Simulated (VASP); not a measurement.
The system is InGa2As3.

```
In Ga As
1.0
     5.76734   -3.32678    0.00000
     5.76734    3.32678    0.00000
     0.00000    0.00000    6.21346
In Ga As
2 4 6
Direct
  0.32537 0.67463 0.98980
  0.67463 0.32537 0.48980
  0.00702 0.33381 0.99259
  0.66619 0.99298 0.99259
  0.99298 0.66619 0.49259
  0.33381 0.00702 0.49259
  0.02640 0.33371 0.35902
  0.66629 0.97360 0.35902
  0.97360 0.66629 0.85902
  0.33371 0.02640 0.85902
  0.30777 0.69223 0.39498
  0.69223 0.30777 0.89498
```

```yaml
Program: VASP 6.6.1
Task: relaxation of cell and atoms
Functional: PBE
Potentials_or_basis: VASP PAW PBE potentials, release 64 (In_d, Ga_d, As)
Cutoff: 500 eV
k_mesh: 4 × 4 × 4
Occupations: gaussian, width 0.1 eV
Spin: no spin polarisation
```

At the start: pressure 25.3 GPa; volume 19.87 Å³/atom.

**Question.** Where does the relaxation end?

**Answer.** Over 9 steps the energy falls by 364.5 meV/atom and the volume is 25.54 Å³/atom (+28.6 %); space group Cmc2_1 (No. 36, to 0.1 Å) before and after.

Step by step:
```
step  energy change (eV)  largest force (eV/Å)  pressure (GPa)  volume (Å³)
   1              0.0000                0.8276           25.32       238.43
   2             -2.9550                0.2897           -6.49       364.00
   3             -4.3076                0.4369           -0.06       306.69
   4             -4.3067                0.4321           -0.32       308.17
   5             -4.3407                0.3097           -0.28       307.94
   6             -4.3686                0.1087           -0.16       307.42
   7             -4.3721                0.0805            0.12       305.90
   8             -4.3726                0.0513            0.04       306.30
   9             -4.3735                0.0226            0.00       306.52
```

Final structure:
```xyz
12
Lattice="6.2275 -3.5997 0.0000 6.2275 3.5997 0.0000 0.0000 0.0000 6.8367" Properties=species:S:1:pos:R:3 pbc="T T T"
In    6.2275    1.2428    6.7996
In    6.2275   -1.2428    3.3812
Ga    2.1091    1.1805    6.7955
Ga   10.3459    1.1805    6.7955
Ga   10.3459   -1.1805    3.3772
Ga    2.1091   -1.1805    3.3772
As    2.1898    1.1344    2.4633
As   10.2652    1.1344    2.4633
As   10.2652   -1.1344    5.8817
As    2.1898   -1.1344    5.8817
As    6.2275    1.3236    2.6312
As    6.2275   -1.3236    6.0496
```

Caveat: the volume moved by over 15 % at a fixed basis, so the end points are rough; the relaxation stopped at a loose force limit of 0.05 eV/Å, so its end isn't a converged minimum.
